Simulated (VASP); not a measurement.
Runs of VASP 6.6.1 on CdSe. The structure is that of space group Fm-3m (No. 225), or close to it. The cells are those of the table. 

| cell | gap on the mesh (eV) | pressure (GPa) |
| --- | --- | --- |
| a = 4.105 Å, angles 60.0°, 2 atoms | none | -4.9 |
| a = 4.144 Å, angles 60.0°, 2 atoms | none | -6.1 |
| a = 4.023 Å, angles 60.0°, 2 atoms | none | -1.7 |
| a = 3.981 Å, angles 60.0°, 2 atoms | none | (a) |

Alike in all rows: task single point; level PBEsol; potentials or basis VASP PAW PBE potentials, release 64 (Cd, Se); no spin polarisation; k mesh 6 × 6 × 6; cutoff (eV) 500; smearing fermi-dirac 0.05 eV.

Estimate the missing entries.

(a) 0.4.

Caveats: the PAW data sets were made with another functional, which shifts forces and pressure a little.

A k mesh can miss the band edges, and the runs leave out spin-orbit coupling on Cd, Se.

A gap of «none» marks levels without a gap at the run's occupations.
